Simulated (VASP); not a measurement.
NbH2: relaxation of cell and atoms with r2SCAN

NbH2:

```
Nb H
1.0
     0.00000    2.28150    2.28150
     2.28150    0.00000    2.28150
     2.28150    2.28150    0.00000
Nb H
1 2
Direct
  0.00000 0.00000 0.00000
  0.25000 0.25000 0.25000
  0.75000 0.75000 0.75000
```

| Quantity | Value |
| --- | --- |
| Program | VASP 6.6.1 |
| Task | relaxation of cell and atoms |
| Functional | r2SCAN |
| Potentials or basis | VASP PAW PBE potentials, release 64 (Nb_sv, H) |
| Cutoff | 600 eV |
| k mesh | 16 × 16 × 16 |
| Occupations | gaussian, width 0.1 eV |
| Spin | no spin polarisation |
| Dipole correction | no |
| Further INCAR settings | ALGO = Normal; EDIFF = 1e-06; IBRION = 2; EDIFFG = -0.005; NSW = 100; ISIF = 3 |

The relaxed volume is 7.83 Å³/atom, the relaxed cell is a = 3.214 Å, b = 3.214 Å, c = 3.214 Å, α = 60.00°, β = 60.00°, γ = 60.00° and the space group after relaxing (to 0.05 Å) is Fm-3m (No. 225). The energy gained by relaxing is 0.6 meV/atom and the ionic steps are 3. The pressure after relaxing is 0.0 GPa.

The path:
| step | energy change (eV) | largest force (eV/Å) | pressure (GPa) | volume (Å³) |
| --- | --- | --- | --- | --- |
| 1 | 0.0000 | 0.0000 | -2.14 | 23.75 |
| 2 | -0.0017 | 0.0000 | 0.69 | 23.39 |
| 3 | -0.0019 | 0.0000 | 0.00 | 23.48 |

Final structure:
```
CELL_PARAMETERS angstrom
0.00000 2.27262 2.27262
2.27262 0.00000 2.27262
2.27262 2.27262 0.00000
ATOMIC_POSITIONS crystal
Nb 0.00000 0.00000 0.00000
H 0.25000 0.25000 0.25000
H 0.75000 0.75000 0.75000
```

Levels at points of the mesh, in eV from the Fermi level:
| k point | band 6 | band 7 | band 8 | band 9 | band 10 | band 11 |
| --- | --- | --- | --- | --- | --- | --- |
| (0.00, 0.00, 0.00) | -1.58 | -1.45 | -1.45 | -1.45 | 1.32 | 1.32 |
| (0.50, 0.00, 0.00) | -5.48 | -1.28 | -1.28 | 2.75 | 2.75 | 5.25 |
| (0.50, 0.50, 0.00) | -5.57 | -4.60 | 2.91 | 3.00 | 3.00 | 7.51 |

It took 4 min on 1 thread of Intel(R) Xeon(R) 6975P-C (Granite Rapids) (shared host), peak memory 0.21 GiB.

Caveat: the PAW data sets were made with another functional, which shifts forces and pressure a little.
